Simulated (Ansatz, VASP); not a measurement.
Two plane-wave programs on LiBr

```
Li Br
1.0
     0.00000    2.75540    2.75540
     2.75540    0.00000    2.75540
     2.75540    2.75540    0.00000
Li Br
1 1
Direct
  0.00000 0.00000 0.00000
  0.50000 0.50000 0.50000
```

Alike in both runs: functional PBE; k mesh 8 × 8 × 8; occupations gaussian, width 0.02 eV; no spin polarisation.

Ansatz relaxed the structure, and its values are those at the end. VASP's run is a single point on that final structure, the one shown.

|  | VASP | Ansatz |
| --- | --- | --- |
| version | VASP 6.6.1 | Ansatz 0.2.0 |
| potentials or method | VASP PAW PBE potentials, release 64 (Li_sv, Br), cutoff 750 eV | scalar-relativistic, plane waves, PAW |
| valence electrons in the cell | 10 | 10 |

```csv
,VASP,Ansatz,Ansatz less VASP
gap on the k mesh at the Fermi level (eV),4.92,4.92,-0.004
least direct gap on the mesh (eV),4.92,4.92,-0.004
pressure (GPa),0.0,0.0,+0.05
```
